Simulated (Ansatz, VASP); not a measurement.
PbF2: VASP beside Ansatz

INCAR

```
SYSTEM = PbF2
PREC     = Accurate       ! precision mode
ENCUT    = 520            ! plane-wave cutoff, eV
EDIFF    = 1E-6           ! SCF threshold, eV
ISMEAR   = 0              ! smearing method
SIGMA    = 0.05           ! smearing width, eV
LREAL    = .FALSE.        ! projectors in reciprocal space
LASPH    = .TRUE.         ! aspherical terms in the spheres
NELM     = 60             ! most SCF steps
ALGO     = Normal         ! electronic algorithm
ISIF     = 2              ! what is computed and relaxed
LWAVE    = .FALSE.        ! write WAVECAR
LCHARG   = .FALSE.        ! write CHGCAR
GGA      = PE             ! functional
NBANDS   = 21             ! bands
```

Contents of KPOINTS:

```
regular mesh
0
G
  8 8 8
  0 0 0
```

File POSCAR:

```
PbF2
1.0
    0.0000000000      2.9698500000      3.2074380000
    2.9698500000      0.0000000000      3.2074380000
    2.9698500000      2.9698500000      0.0000000000
Pb F
1 2
Direct
    0.0000000000      0.0000000000      0.0000000000
    0.2500000000      0.2500000000      0.2500000000
    0.7500000000      0.7500000000      0.7500000000
```

Input for Ansatz:

```yaml
crystal:
  lattice:
    - [0.0, 2.96985, 3.207438]
    - [2.96985, 0.0, 3.207438]
    - [2.96985, 2.96985, 0.0]
  atoms:
    - { symbol: Pb, position: [0.0, 0.0, 0.0] }
    - { symbol: F, position: [0.25, 0.25, 0.25] }
    - { symbol: F, position: [0.75, 0.75, 0.75] }
basis:
  ecutwfc: 420
kpoints:
  mp_grid: { grid: [8, 8, 8] }
hamiltonian:
  xc: pbe
scf:
  occupations: { method: gaussian, width: 0.05 }
output:
  forces: true
  stress: true
  eigenvalues: true
  write_density: true
  write_potential: true
  elf: true
  volumetric_format: npy
```

Change from the starting cell: strain +0.000 along x and y, +0.080 along z, atoms carried along.

Alike in both runs: task single point; functional PBE; k mesh 8 × 8 × 8; occupations gaussian, width 0.05 eV; no spin polarisation.

|  | VASP | Ansatz |
| --- | --- | --- |
| version | VASP 6.6.1 | Ansatz 0.2.0 |
| potentials or method | VASP PAW PBE potentials, release 64 (Pb_d, F), cutoff 520 eV | scalar-relativistic, plane waves, PAW |
| valence electrons in the cell | 28 | 28 |

```tsv
	VASP	Ansatz	Ansatz less VASP
gap on the k mesh at the Fermi level (eV)	4.19	4.19	+0.004
least direct gap on the mesh (eV)	4.47	4.48	+0.003
pressure (GPa)	-3.1	-2.9	+0.19
traceless stress, the component that is largest in VASP (GPa)	-2.91	-2.91	+0.008
```

Spin-orbit coupling is off throughout.
